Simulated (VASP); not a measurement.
# TaN (I4mm) in VASP: notebook

The runs below take TaN through single point, with PBEsol.

Program: VASP 6.6.1. These are calculated values, not measurements. Logs are shortened: lines on timing, memory, paths and dates and some standing lists are left out, and cuts for length are marked.

### Step 1. The cell of the first run

It takes space group I4mm (No. 107, tetragonal). Conventional cell: a = 3.082 Å, b = 3.082 Å, c = 4.358 Å, α = 90.00°, β = 90.00°, γ = 90.00°. Within 2.8 Å of Ta (site symmetry 4mm) lie 6 N at 2.13 to 2.23 Å. N (site symmetry 4mm) has 6 Ta at 2.13 to 2.23 Å within 2.8 Å.

### Step 2. Single point, PBEsol (all Ta atoms moved -0.050 Å, as atom 1 along Cartesian [0 0 1])

The input, INCAR:

```
SYSTEM = TaN
PREC = Accurate
ENCUT = 520
EDIFF = 1E-6
ISMEAR = 0
SIGMA = 0.15
LREAL = .False.
LASPH = .True.
NELM = 100
ALGO = Normal
ISIF = 2
LWAVE = .False.
LCHARG = .False.
GGA = PS
NBANDS = 15
```

The input, KPOINTS:

```
regular mesh
0
Gamma
  18 18 18
  0 0 0
```

The input, POSCAR:

```
TaN
1.0
    0.0000000000      2.1790000000      2.1790000000
    2.1790000000      0.0000000000      2.1790000000
    2.1790000000      2.1790000000      0.0000000000
Ta N
1 1
Direct
    0.4885268472      0.4885268472      0.5114731528
    0.0000000000      0.0000000000      0.0000000000
```

Potentials or basis: VASP PAW PBE potentials, release 64 (Ta_pv, N).

On the command line:

```console
$ cat potpaw_PBE.64/Ta_pv/POTCAR potpaw_PBE.64/N/POTCAR > POTCAR
$ mpirun -np 1 vasp_std > vasp.out
```

OUTCAR:

```text
SYSTEM = TaN
   PREC = Accurate
   ENCUT = 520
   EDIFF = 1E-6
   ISMEAR = 0
   LREAL = .False.
   LASPH = .True.
   NELM = 100
   ISIF = 2
   GGA = PS

 ion  position               nearest neighbor table
   1  0.489  0.489  0.511-   2 2.13   2 2.18   2 2.18   2 2.18   2 2.18   2 2.23
   2  0.000  0.000  0.000-   1 2.13   1 2.18   1 2.18   1 2.18   1 2.18   1 2.23

  LATTYP: Found a face centered cubic cell.
 ALAT       =     4.3580000000

  Lattice vectors:

 A1 = (   0.0000000000,   2.1790000000,   2.1790000000)
 A2 = (   2.1790000000,   0.0000000000,   2.1790000000)
 A3 = (   2.1790000000,   2.1790000000,   0.0000000000)

Analysis of symmetry for initial positions (statically):
=====================================================================
 Subroutine PRICEL returns:
 Original cell was already a primitive cell.

 Routine SETGRP: Setting up the symmetry group for a
 face centered cubic supercell.

 Subroutine GETGRP returns: Found  8 space group operations
 (whereof  8 operations were pure point group operations)
 out of a pool of 48 trial point group operations.

The static configuration has the point symmetry C_4v.

Analysis of symmetry for dynamics (positions and initial velocities):
=====================================================================
 Subroutine PRICEL returns:
 Original cell was already a primitive cell.

 Routine SETGRP: Setting up the symmetry group for a
 face centered cubic supercell.

 Subroutine GETGRP returns: Found  8 space group operations
 (whereof  8 operations were pure point group operations)
 out of a pool of 48 trial point group operations.

The dynamic configuration has the point symmetry C_4v.

 Subroutine INISYM returns: Found  8 space group operations
 (whereof  8 operations are pure point group operations),
 and found     1 'primitive' translations

----------------------------------------------------------------------------------------

                                     Primitive cell

  volume of cell :      20.6920

  direct lattice vectors                    reciprocal lattice vectors
     0.000000000  2.179000000  2.179000000    -0.229463056  0.229463056  0.229463056
     2.179000000  0.000000000  2.179000000     0.229463056 -0.229463056  0.229463056
     2.179000000  2.179000000  0.000000000     0.229463056  0.229463056 -0.229463056

  length of vectors
     3.081571352  3.081571352  3.081571352     0.397441672  0.397441672  0.397441672

  position of ions in fractional coordinates (direct lattice)
     0.488526847  0.488526847  0.511473153
     0.000000000  0.000000000  0.000000000

  ion indices of the primitive-cell ions
   primitive index   ion index
                 1           1
                 2           2

----------------------------------------------------------------------------------------

 KPOINTS: regular mesh

Automatic generation of k-mesh.
 Grid dimensions read from file:
 generate k-points for:   18   18   18

 Generating k-lattice:

  Cartesian coordinates                     Fractional coordinates (reciprocal lattice)
    -0.012747948  0.012747948  0.012747948     0.055555556  0.000000000  0.000000000
     0.012747948 -0.012747948  0.012747948     0.000000000  0.055555556  0.000000000
     0.012747948  0.012747948 -0.012747948     0.000000000  0.000000000  0.055555556

  Length of vectors
     0.022080093  0.022080093  0.022080093

  Shift w.r.t. Gamma in fractional coordinates (k-lattice)
     0.000000000  0.000000000  0.000000000

 Subroutine IBZKPT returns following result:
 ===========================================

 Found    480 irreducible k-points:

 Following reciprocal coordinates:
            Coordinates               Weight
  0.000000  0.000000  0.000000      1.000000
  0.055556  0.000000  0.000000      8.000000
  0.111111  0.000000  0.000000      8.000000
  0.166667  0.000000  0.000000      8.000000
  0.222222  0.000000  0.000000      8.000000
  0.277778  0.000000  0.000000      8.000000
[... 16 lines left out ...]
  0.388889  0.055556  0.000000      8.000000
  0.000000  0.388889  0.055556     16.000000
 [... further k-points ...]
   k-points           NKPTS =    480   k-points in BZ     NKDIM =    480   number of bands    NBANDS=     15
   number of dos      NEDOS =    301   number of ions     NIONS =      2
   total plane-waves  NPLWV =  13824
   dimension x,y,z NGX =    24 NGY =   24 NGZ =   24
   dimension x,y,z NGXF=    48 NGYF=   48 NGZF=   48
   ions per type =               1   1
   NGX,Y,Z   is equivalent  to a cutoff of  12.95, 12.95, 12.95 a.u.
   NGXF,Y,Z  is equivalent  to a cutoff of  25.90, 25.90, 25.90 a.u.
 SYSTEM =  TaN
   PREC   = accura    normal or accurate (medium, high low for compatibility)
   ISTART =      0    job   : 0-new  1-cont  2-samecut
   ICHARG =      2    charge: 1-file 2-atom 10-const
   ISPIN  =      1    spin polarized calculation?
   LNONCOLLINEAR =      F non collinear calculations
   LSORBIT =      F    spin-orbit coupling
   LASPH  =      T    aspherical Exc in radial PAW
   ENCUT  =  520.0 eV  38.22 Ry    6.18 a.u.   5.73  5.73  5.73*2*pi/ulx,y,z
   NELM   =    100;   NELMIN=  2; NELMDL= -5     # of ELM steps
   EDIFF  = 0.1E-05   stopping-criterion for ELM
   LREAL  =      F    real-space projection
   EDIFFG = 0.1E-04   stopping-criterion for IOM
   NSW    =      0    number of steps for IOM
   IBRION =     -1    ionic relax: 0-MD 1-quasi-New 2-CG
   NFREE  =      0    steps in history (QN), initial steepest desc. (CG)
   ISIF   =      2    stress and relaxation
   ISYM   =      2    0-nonsym 1-usesym 2-fastsym
   POTIM  = 0.5000    time-step for ionic-motion
   TEBEG  =    0.0;   TEEND  =   0.0 temperature during run
   PSTRESS=    0.0 pullay stress
   NELECT =      16.0000    total number of electrons
   NUPDOWN=      -1.0000    fix difference up-down
   EMIN   =  10.00;   EMAX   =-10.00  energy-range for DOS
   EFERMI =   0.00;   METHOD = LEGACY
   ISMEAR =     0;   SIGMA  =   0.15  broadening in eV -4-tet -1-fermi 0-gaus
   EFERMI_NEDOS =   21; number of points for ismear=-14 and -15
   IALGO  =     38    algorithm
   IMIX   =      4    mixing-type and parameters
     AMIX     =   0.40;   BMIX     =  1.00
     AMIX_MAG =   1.60;   BMIX_MAG =  1.00
  volume/ion in A,a.u.               =      10.35        69.82
  Fermi-wavevector in a.u.,A,eV,Ry     =   1.502615  2.839530 30.719922  2.257851
  Thomas-Fermi vector in A             =   2.613832
   LORBIT       =      0    0 simple, 1 ext, 2 COOP (PROOUT), +10 PAW based schemes
   GGA     = PS    functional components
   LHFCALC =     F    Hartree Fock is set to
   AEXX    =    0.0000 exact exchange contribution
   IVDW    =     0    specifies the selected vdW correction
   LEPSILON=     F    determine dielectric tensor
   LRPA    =     F    only Hartree local field effects (RPA)
 non-spin polarized calculation
 Gauss-broadening in eV      SIGMA  =   0.15
  energy-cutoff  :      520.00
  volume of cell :       20.69
 maximum number of plane-waves:       568
   NGX = 11   NGY = 11   NGZ = 11

 number of electron      15.9999998 magnetization

 Free energy of the ion-electron system (eV)
  ---------------------------------------------------
  ext. energy  EPLUGINS =         0.00000000
  ---------------------------------------------------
  free energy    TOTEN  =       -23.20094895 eV

  energy without entropy =      -23.19159555  energy(sigma->0) =      -23.19627225

 E-fermi :   9.6872     XC(G=0): -13.7386

 val. band max:        9.6849509202   @ k =  -0.2778   0.3889   0.1667
 cond. band min:       9.6910273060   @ k =   0.1667  -0.2778   0.3889
 fundamental gap:      0.0060763858
 Fermi energy:         9.6871512480

 k-point     1 :       0.0000    0.0000    0.0000
  band No.  band energies     occupation
      1     -25.9627      2.00000
      2     -25.9604      2.00000
      3     -25.9604      2.00000
      4      -9.3452      2.00000
      5       5.7352      2.00000
      6       5.7352      2.00000
      7       5.7533      2.00000
      8       7.4842      2.00000
      9       7.5704      2.00000
     10       7.5704      2.00000
     11       9.7230      0.73527
     12       9.8076      0.25606
     13      11.4624      0.00000
     14      19.0661      0.00000
     15      22.1205      0.00000

 k-point     2 :       0.0556    0.0000    0.0000
  band No.  band energies     occupation
      1     -25.9928      2.00000
      2     -25.9646      2.00000
      3     -25.9632      2.00000
      4      -9.2647      2.00000
      5       5.2537      2.00000
      6       5.4641      2.00000
      7       5.5620      2.00000
      8       7.5742      2.00000
      9       7.6767      2.00000
     10       7.7674      2.00000
     11      10.0603      0.00044
     12      10.1368      0.00002
     13      11.6940      0.00000
     14      19.3100      0.00000
     15      22.1204      0.00000

 k-point     3 :       0.1111    0.0000    0.0000
  band No.  band energies     occupation
      1     -26.0823      2.00000
      2     -25.9726      2.00000
      3     -25.9713      2.00000
      4      -9.0304      2.00000
      5       4.3898      2.00000
      6       4.8580      2.00000
      7       4.9324      2.00000
      8       7.8677      2.00000
      9       7.9578      2.00000
     10       8.0702      2.00000
     11      10.8948      0.00000
     12      10.9558      0.00000
     13      12.3042      0.00000
     14      19.9990      0.00000
     15      22.1199      0.00000

 k-point     4 :       0.1667    0.0000    0.0000
  band No.  band energies     occupation
      1     -26.2165      2.00000
      2     -25.9848      2.00000
      3     -25.9835      2.00000
      4      -8.6628      2.00000
      5       3.3835      2.00000
      6       4.1716      2.00000
      7       4.2166      2.00000
      8       8.2491      2.00000
      9       8.3866      2.00000
     10       8.4305      2.00000
     11      11.9753      0.00000
     12      12.0245      0.00000
     13      13.1114      0.00000
     14      20.9936      0.00000
     15      22.1190      0.00000
[... 307 lines left out ...]
 k-point    22 :       0.0000    0.3333    0.0556
  band No.  band energies     occupation
      1     -26.6411      2.00000
      2     -26.0461      2.00000
      3     -26.0273      2.00000
      4      -7.2913      2.00000
      5       0.7433      2.00000
      6       2.5521      2.00000
      7       2.8479      2.00000
      8       8.9676      2.00000
      9      10.3275      0.00000
     10      10.5160      0.00000
     11      14.5367      0.00000
     12      14.5884      0.00000
     13      16.0100      0.00000
     14      21.9840      0.00000
     15      22.3153      0.00000

 k-point    23 :       0.3889    0.0556    0.0000
  band No.  band energies     occupation
      1     -26.7699      2.00000
      2     -26.0551      2.00000
      3     -26.0453      2.00000
      4      -6.7905      2.00000
      5       0.0092      2.00000
      6       2.2194      2.00000
      7       2.4243      2.00000
      8       9.6732      1.10450
      9      11.0164      0.00000
     10      11.1538      0.00000
     11      14.7179      0.00000
     12      15.6234      0.00000
     13      16.7950      0.00000
     14      21.6412      0.00000
     15      22.2057      0.00000

 k-point    24 :       0.0000    0.3889    0.0556
  band No.  band energies     occupation
      1     -26.7696      2.00000
      2     -26.0561      2.00000
      3     -26.0445      2.00000
      4      -6.7913      2.00000
      5       0.0094      2.00000
      6       2.2105      2.00000
      7       2.4358      2.00000
      8       9.6622      1.18584
      9      11.0167      0.00000
     10      11.1518      0.00000
     11      14.7334      0.00000
     12      15.6687      0.00000
     13      16.7432      0.00000
     14      21.6318      0.00000
     15      22.2042      0.00000

 [... further k-points ...]
[... 5 lines left out ...]
  --------------------------------------------------------------------------------------
  -------------------------------------------------------------------------------------
  Total        0.7103343      0.7103343      0.8895228      0.0000000      0.0000000      0.0000000
  in kB       55.0011404     55.0011404     68.8756901      0.0000000      0.0000000      0.0000000
  external PRESSURE =      59.6259903 kB  Pullay stress =       0.0000000 kB

 VOLUME and BASIS-vectors are now :
 -----------------------------------------------------------------------------
  energy-cutoff  :      520.00
  volume of cell :       20.69
      direct lattice vectors                 reciprocal lattice vectors
     0.000000000  2.179000000  2.179000000    -0.229463056  0.229463056  0.229463056
     2.179000000  0.000000000  2.179000000     0.229463056 -0.229463056  0.229463056
     2.179000000  2.179000000  0.000000000     0.229463056  0.229463056 -0.229463056

 POSITION                                       TOTAL-FORCE (eV/Angst)
 -----------------------------------------------------------------------------------
      2.17900      2.17900      2.12900         0.000000      0.000000      0.444853
      0.00000      0.00000      0.00000         0.000000      0.000000     -0.444853
 -----------------------------------------------------------------------------------
    total drift:                                0.000000      0.000000     -0.000026

  FREE ENERGIE OF THE ION-ELECTRON SYSTEM (eV)
  ---------------------------------------------------
  free  energy   TOTEN  =       -23.2009489519 eV

  energy  without entropy=      -23.1915955530  energy(sigma->0) =      -23.19627225
```

It took 2.2 min on 1 thread of Intel Xeon 8259CL, shared host; peak memory 0.27 GiB.

Results:

```yaml
Free_energy: -23.2009 eV
Pressure: 6.0 GPa
Largest_force: 0.445 eV/Å
Band_gap_on_the_k_mesh: zero (band 8 reaches 11.67 eV, above the bottom of band 9 at 7.57 eV)
```

Forces on the atoms (eV/Å):
```
Ta   0.000  0.000  0.445
N    0.000  0.000 -0.445
```

Stress tensor (GPa, compression positive):
```
5.50 0.00 0.00
0.00 5.50 0.00
0.00 0.00 6.89
```

Caveat: the cell differs from its parent crystal (all Ta atoms moved -0.050 Å, as atom 1 along Cartesian [0 0 1]); the PAW data sets were made with another functional, which shifts forces and pressure a little; spin-orbit coupling is left out, which moves the levels of the heavy elements.

### Step 3. Single point, PBEsol (all Ta atoms moved +0.025 Å, as atom 1 along Cartesian [0 0 1])

The input, INCAR:

```
PREC = Accurate
ENCUT = 520
EDIFF = 1E-6
ISMEAR = 0
SIGMA = 0.15
LREAL = False
LASPH = True
NELM = 80
ALGO = Normal
ISIF = 2
LWAVE = False
LCHARG = False
GGA = PS
NBANDS = 15
```

The input, KPOINTS:

```
Automatic mesh
0
Gamma
  18 18 18
```

Changes to POSCAR since step 2:

```diff
@@ -8,3 +8,3 @@
 Direct
-    0.4885268472      0.4885268472      0.5114731528
+    0.5057365764      0.5057365764      0.4942634236
     0.0000000000      0.0000000000      0.0000000000
```

Potentials or basis: VASP PAW PBE potentials, release 64 (Ta_pv, N).

On the command line:

```console
$ cat potpaw_PBE.64/Ta_pv/POTCAR potpaw_PBE.64/N/POTCAR > POTCAR
$ mpirun -np 1 vasp_std > vasp.out
```

Run time: 2.2 min. Hardware: 1 thread of Intel Xeon 8259CL, shared host; peak memory 0.27 GiB.

It converged, with:

| Item | Value |
| --- | --- |
| Free energy | -23.2092 eV |
| Pressure | 5.6 GPa |
| Largest force | 0.219 eV/Å |
| Band gap on the k mesh | zero (band 8 reaches 11.68 eV, above the bottom of band 9 at 7.50 eV) |

Forces on the atoms (eV/Å):
```
Ta   0.000  0.000 -0.219
N    0.000  0.000  0.219
```

Stress tensor (GPa, compression positive):
```
5.50 0.00 0.00
0.00 5.50 0.00
0.00 0.00 5.85
```

Levels at points of the mesh, in eV from the Fermi level:
| k point | band 5 | band 6 | band 7 | band 8 | band 9 | band 10 | band 11 | band 12 |
| --- | --- | --- | --- | --- | --- | --- | --- | --- |
| (0.00, 0.00, 0.00) | -3.90 | -3.90 | -3.89 | -2.21 | -2.19 | -2.19 | 0.03 | 0.05 |
| (0.50, 0.00, 0.00) | -10.63 | -7.79 | -7.79 | 1.98 | 1.99 | 2.09 | 3.88 | 7.83 |
| (0.50, 0.50, 0.00) | -6.69 | -5.70 | -4.68 | -4.68 | 2.18 | 3.71 | 3.71 | 4.84 |
| (0.00, 0.50, 0.50) | -6.69 | -5.74 | -4.69 | -4.64 | 2.18 | 3.71 | 3.72 | 4.85 |

Caveat: the cell differs from its parent crystal (all Ta atoms moved +0.025 Å, as atom 1 along Cartesian [0 0 1]); the PAW data sets were made with another functional, which shifts forces and pressure a little; spin-orbit coupling is left out, which moves the levels of the heavy elements.

### Step 4. Single point, PBEsol (all Ta atoms moved +0.087 Å, as atom 1 along Cartesian [0 0 1])

The input, INCAR:

```
SYSTEM = TaN
PREC = Accurate ; ENCUT = 520
EDIFF = 1E-7 ; ISMEAR = 0
SIGMA = 0.15 ; LREAL = .FALSE.
LASPH = .TRUE. ; NELM = 60
ALGO = Normal ; ISIF = 2
LWAVE = .FALSE. ; LCHARG = .FALSE.
GGA = PS ; NBANDS = 15
```

The input, KPOINTS:

```
regular mesh
0
G
  18 18 18
  0 0 0
```

Changes to POSCAR since step 3:

```diff
@@ -8,3 +8,3 @@
 Direct
-    0.5057365764      0.5057365764      0.4942634236
+    0.5200780174      0.5200780174      0.4799219826
     0.0000000000      0.0000000000      0.0000000000
```

On the command line:

```console
$ cat potpaw_PBE.64/Ta_pv/POTCAR potpaw_PBE.64/N/POTCAR > POTCAR
$ mpirun -np 1 vasp_std > vasp.out
```

It took 2.5 min on 1 thread of Intel Xeon 8259CL, shared host; peak memory 0.27 GiB.

It converged, with:

```yaml
Free_energy: -23.1774 eV
Pressure: 6.9 GPa
Largest_force: 0.817 eV/Å
Band_gap_on_the_k_mesh: zero (band 8 reaches 11.63 eV, above the bottom of band 9 at 7.72 eV)
```

Forces in eV/Å, atoms in the order of the input:
```
Ta   0.000  0.000 -0.817
N    0.000  0.000  0.817
```

Stress tensor (GPa, compression positive):
```
5.53 0.00 0.00
0.00 5.53 0.00
0.00 0.00 9.74
```

Levels at points of the mesh, in eV from the Fermi level:
| k point | band 6 | band 7 | band 8 | band 9 | band 10 | band 11 |
| --- | --- | --- | --- | --- | --- | --- |
| (0.00, 0.00, 0.00) | -4.09 | -4.04 | -2.18 | -1.94 | -1.94 | 0.06 |
| (0.50, 0.00, 0.00) | -7.77 | -7.75 | 1.96 | 2.03 | 2.09 | 3.87 |
| (0.50, 0.50, 0.00) | -5.67 | -4.67 | -4.67 | 2.21 | 3.73 | 3.73 |
| (0.00, 0.50, 0.50) | -6.04 | -4.70 | -4.27 | 2.26 | 3.74 | 3.74 |

Caveat: the cell differs from its parent crystal (all Ta atoms moved +0.087 Å, as atom 1 along Cartesian [0 0 1]); the PAW data sets were made with another functional, which shifts forces and pressure a little; spin-orbit coupling is left out, which moves the levels of the heavy elements.

### Step 5. Single point, PBEsol (all Ta atoms moved +0.062 Å, as atom 1 along Cartesian [0 0 1])

The input, INCAR:

```
ALGO = Normal
EDIFF = 1E-7
ENCUT = 520
GGA = PS
ISIF = 2
ISMEAR = 0
LASPH = True
LCHARG = False
LREAL = False
LWAVE = False
NBANDS = 15
NELM = 100
PREC = Accurate
SIGMA = 0.15
```

The input, KPOINTS:

```
k-points
0
Gamma
  18 18 18
```

Changes to POSCAR since step 4:

```diff
@@ -8,3 +8,3 @@
 Direct
-    0.5200780174      0.5200780174      0.4799219826
+    0.5143414410      0.5143414410      0.4856585590
     0.0000000000      0.0000000000      0.0000000000
```

On the command line:

```console
$ cat potpaw_PBE.64/Ta_pv/POTCAR potpaw_PBE.64/N/POTCAR > POTCAR
$ mpirun -np 1 vasp_std > vasp.out
```

Run time: 2.8 min. Hardware: 1 thread of Intel Xeon 8259CL, shared host; peak memory 0.27 GiB.

It converged, with:

```yaml
Free_energy: -23.1947 eV
Pressure: 6.2 GPa
Largest_force: 0.564 eV/Å
Band_gap_on_the_k_mesh: zero (band 8 reaches 11.66 eV, above the bottom of band 9 at 7.62 eV)
```

Forces in eV/Å, atoms in the order of the input:
```
Ta   0.000  0.000 -0.564
N    0.000  0.000  0.564
```

Stress tensor (GPa, compression positive):
```
5.51 0.00 0.00
0.00 5.51 0.00
0.00 0.00 7.68
```

Levels at points of the mesh, in eV from the Fermi level:
| k point | band 6 | band 7 | band 8 | band 9 | band 10 | band 11 |
| --- | --- | --- | --- | --- | --- | --- |
| (0.00, 0.00, 0.00) | -3.99 | -3.96 | -2.20 | -2.07 | -2.07 | 0.04 |
| (0.50, 0.00, 0.00) | -7.78 | -7.77 | 1.97 | 2.01 | 2.09 | 3.88 |
| (0.50, 0.50, 0.00) | -5.68 | -4.68 | -4.68 | 2.19 | 3.73 | 3.73 |
| (0.00, 0.50, 0.50) | -5.90 | -4.69 | -4.45 | 2.22 | 3.73 | 3.73 |

Caveat: the cell differs from its parent crystal (all Ta atoms moved +0.062 Å, as atom 1 along Cartesian [0 0 1]); the PAW data sets were made with another functional, which shifts forces and pressure a little; spin-orbit coupling is left out, which moves the levels of the heavy elements.

(Continued in part 2 of 2.)
